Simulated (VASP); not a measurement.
Write the native input for VASP 6.6.1 that does the following.

| Item | Value |
| --- | --- |
| Task | single point |
| Functional | PBEsol |
| Potentials or basis | VASP PAW PBE potentials, release 64 (Fe, O) |
| Cutoff | 520 eV |
| k mesh | 5 × 5 × 5 |
| Occupations | gaussian, width 0.02 eV |
| Spin | collinear spin, antiferromagnetic start |
| Starting moments | [-4.0, 4.0, -4.0, 4.0, 0.0, 0.0, 0.0, 0.0, 0.0, 0.0] μB |
| Hubbard terms | Fe d U = 4.0 eV |
| Dipole correction | no |
| Further INCAR settings | ALGO = Normal; EDIFF = 1e-07; NBANDS = 49 |

The structure of Fe2O3 lies in POSCAR:

```
Fe2O3
1.0
    2.5210311222      1.4555179970      4.5854201250
   -2.5210311222      1.4555179970      4.5854201250
    0.0000000000     -2.9110359941      4.5854201250
Fe O
4 6
Direct
    0.3553164152      0.3553164152      0.3553164152
    0.1446835824      0.1446835824      0.1446835824
    0.6446835848      0.6446835848      0.6446835848
    0.8553164176      0.8553164176      0.8553164176
    0.5551889820      0.9448110152      0.2500000029
    0.2500000029      0.5551889820      0.9448110152
    0.9448110152      0.2500000029      0.5551889820
    0.4448110180      0.0551889848      0.7499999971
    0.7499999971      0.4448110180      0.0551889848
    0.0551889848      0.7499999971      0.4448110180
```

The input as run:

INCAR

```
  PREC = Accurate
  ENCUT = 520
  EDIFF = 1E-7
  ISMEAR = 0
  SIGMA = 0.02
  LREAL = False
  LASPH = True
  NELM = 150
  ALGO = Normal
  ISIF = 2
  LWAVE = False
  LCHARG = False
  ISPIN = 2
  MAGMOM = -4 4 -4 4 0 0 0 0 0 0
  LORBIT = 11
  LMAXMIX = 4
  LDAU = True
  LDAUTYPE = 2
  LDAUL = 2 -1
  LDAUU = 4 0
  LDAUJ = 0 0
  LDAUPRINT = 1
  GGA = PS
  NBANDS = 49
```

KPOINTS

```
Automatic mesh
0
Gamma
  5 5 5
```

Potentials or basis: VASP PAW PBE potentials, release 64 (Fe, O).

Launch:

```console
$ cat potpaw_PBE.64/Fe/POTCAR potpaw_PBE.64/O/POTCAR > POTCAR
$ mpirun -np 1 vasp_std > vasp.out
```

It gave:

```
Pressure                                              : -3.8 GPa
Largest force                                         : 0.162 eV/Å
Band gap on the k mesh                                : 2.10 eV (least direct gap 2.13 eV)
Net moment                                            : 0.00 μB per cell
Site moments                                          : Fe -4.15, +4.15 (each value once); O +0.00 μB
Valence electrons inside the program's atomic spheres : Fe 6.79; O 5.01
```

Caveat: the cell stands under tension; the PAW data sets were made with another functional, which shifts forces and pressure a little; an odd mesh through Γ misses points on the zone boundary, where band edges can lie.

Wall time 2.5 min on 1 thread of AMD EPYC 9R45 96-Core Processor (Zen 5), with other jobs on the host, peak memory 0.33 GiB.
